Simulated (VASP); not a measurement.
Write the native input for VASP 6.6.1 that does the following.

* Task: single point
* Functional: r2SCAN
* Dispersion: D3(BJ)
* Potentials or basis: VASP PAW PBE potentials, release 64 (Li_sv, F, C, H)
* Cutoff: 520 eV
* k mesh: 1 × 1 × 1
* Occupations: fermi-dirac, width 0.05 eV
* Spin: no spin polarisation
* Dipole correction: no
* Further INCAR settings: LREAL = Auto; ALGO = Normal; EDIFF = 1e-06; NBANDS = 58

System: LiH2C2F.

```
Li F C H
1.0
     7.93277    0.00000    0.00000
     0.00000    7.93277    0.00000
     0.00000    0.00000    7.93277
Li F C H
4 4 8 8
Direct
  0.23172 0.11087 0.49931
  0.87324 0.33587 0.08667
  0.67130 0.82145 0.03192
  0.87344 0.92163 0.38940
  0.43456 0.12835 0.59056
  0.02728 0.43719 0.15996
  0.73367 0.83492 0.23968
  0.03799 0.03090 0.46545
  0.33842 0.74870 0.51088
  0.24079 0.65207 0.44827
  0.25315 0.99853 0.91009
  0.25446 0.13898 0.96874
  0.71448 0.58455 0.80547
  0.56070 0.58088 0.83260
  0.83412 0.09887 0.86926
  0.68314 0.13070 0.84338
  0.18101 0.56289 0.36303
  0.41424 0.85198 0.55090
  0.24853 0.25490 0.03103
  0.25001 0.88361 0.83541
  0.42488 0.57985 0.83315
  0.84616 0.59482 0.78343
  0.55682 0.13259 0.78220
  0.96527 0.09374 0.87344
```

One way to write it, as run:

POSCAR

```
LiH2C2F
1.0
    7.9327700000      0.0000000000      0.0000000000
    0.0000000000      7.9327700000      0.0000000000
    0.0000000000      0.0000000000      7.9327700000
Li F C H
4 4 8 8
Direct
    0.2317223366      0.1108692172      0.4993085643
    0.8732384779      0.3358725893      0.0866658179
    0.6713039707      0.8214532881      0.0319182328
    0.8734401729      0.9216326706      0.3893973984
    0.4345644712      0.1283536520      0.5905629433
    1.0272830298      0.4371865061      0.1599567364
    0.7336655418      0.8349164289      0.2396766829
    1.0379854704      1.0309009337      0.4654490172
    0.3384189886      0.7487044248      0.5108808146
    0.2407860054      0.6520673107      0.4482671249
    0.2531524297     -0.0014748946      0.9100856321
    0.2544634472      0.1389804570      0.9687410577
    0.7144793055      0.5845499113      0.8054689598
    0.5606994782      0.5808815836      0.8325969365
    0.8341222549      0.0988683650      0.8692550017
    0.6831409457      0.1306983563      0.8433750128
    0.1810086515      0.5628929113      0.3630257779
    0.4142437005      0.8519848678      0.5509046651
    0.2485260508      0.2549046550      1.0310269931
    0.2500135514     -0.1163906177      0.8354080605
    0.4248831114      0.5798478968      0.8331515977
    0.8461609249      0.5948237501      0.7834337816
    0.5568168496      0.1325892469      0.7821983998
    0.9652744249      0.0937377486      0.8734401729
```

INCAR.step1

```
SYSTEM = LiH2C2F
PREC = Accurate
ENCUT = 520
ISMEAR = -1
SIGMA = 0.05
LREAL = Auto
LASPH = .TRUE.
NELM = 100
NBANDS = 58
GGA = PE
ALGO = Normal
EDIFF = 1E-4
LWAVE = .TRUE.
LCHARG = .FALSE.
```

INCAR.step2

```
SYSTEM = LiH2C2F
PREC = Accurate
ENCUT = 520
EDIFF = 1E-6
ISMEAR = -1
SIGMA = 0.05
LREAL = Auto
LASPH = .TRUE.
NELM = 100
ALGO = Normal
ISIF = 2
LWAVE = .FALSE.
LCHARG = .FALSE.
METAGGA = R2SCAN
LMIXTAU = .TRUE.
IVDW = 12
VDW_S6 = 1.0
VDW_S8 = 0.78981345
VDW_A1 = 0.49484001
VDW_A2 = 5.73083694
NBANDS = 58
ISTART = 1
```

KPOINTS

```
regular mesh
0
G
  1 1 1
  0 0 0
```

Potentials or basis: VASP PAW PBE potentials, release 64 (Li_sv, F, C, H).

Run with:

```bash
$ cat potpaw_PBE.64/Li_sv/POTCAR potpaw_PBE.64/F/POTCAR potpaw_PBE.64/C/POTCAR potpaw_PBE.64/H/POTCAR > POTCAR
$ cp INCAR.step1 INCAR
$ mpirun -np 1 vasp_gam > vasp.out
$ cp INCAR.step2 INCAR
$ mpirun -np 1 vasp_gam > vasp.out
```

It gave:

```yaml
Largest_force: 3.972 eV/Å
Dispersion_energy_per_atom: -0.022 eV
```

Caveat: the k points lie up to 0.79 Å⁻¹ apart; the PAW data sets were made with another functional, which shifts forces and pressure a little.

Wall time 2.9 min on 1 thread of Intel(R) Xeon(R) Platinum 8488C (Sapphire Rapids), with other jobs on the host, peak memory 0.54 GiB.
